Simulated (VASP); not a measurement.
Input of a VASP 6.6.1 run:

Contents of INCAR:

```
PREC = Accurate ; ENCUT = 520
EDIFF = 1E-6 ; ISMEAR = -1
SIGMA = 0.02 ; LREAL = False
LASPH = True ; NELM = 100
ALGO = Normal ; ISIF = 2
LWAVE = False ; LCHARG = False
GGA = PE ; NBANDS = 16
```

KPOINTS

```
Automatic mesh
0
Gamma
  10 10 10
```

The input POSCAR:

```
ZnO
1.0
   -0.0446669283      2.0891035314      2.0891035314
    2.0891035314     -0.0446669283      2.0891035314
    2.0891035314      2.0891035314     -0.0446669283
Zn O
1 1
Direct
    0.0000000000      0.0000000000      0.0000000000
    0.5000000000      0.5000000000      0.5000000000
```

Potentials or basis: VASP PAW PBE potentials, release 64 (Zn, O).

Command:

```bash
$ cat potpaw_PBE.64/Zn/POTCAR potpaw_PBE.64/O/POTCAR > POTCAR
$ mpirun -np 1 vasp_std > vasp.out
```

(1) Predict the pressure.

(2) Estimate the band gap on the k mesh.

Results:

(1) 16.1 GPa.

(2) 1.04 eV, indirect (least direct gap 2.41 eV).

Caveat: the cell differs from its parent crystal (strain along [111] -3.1%).
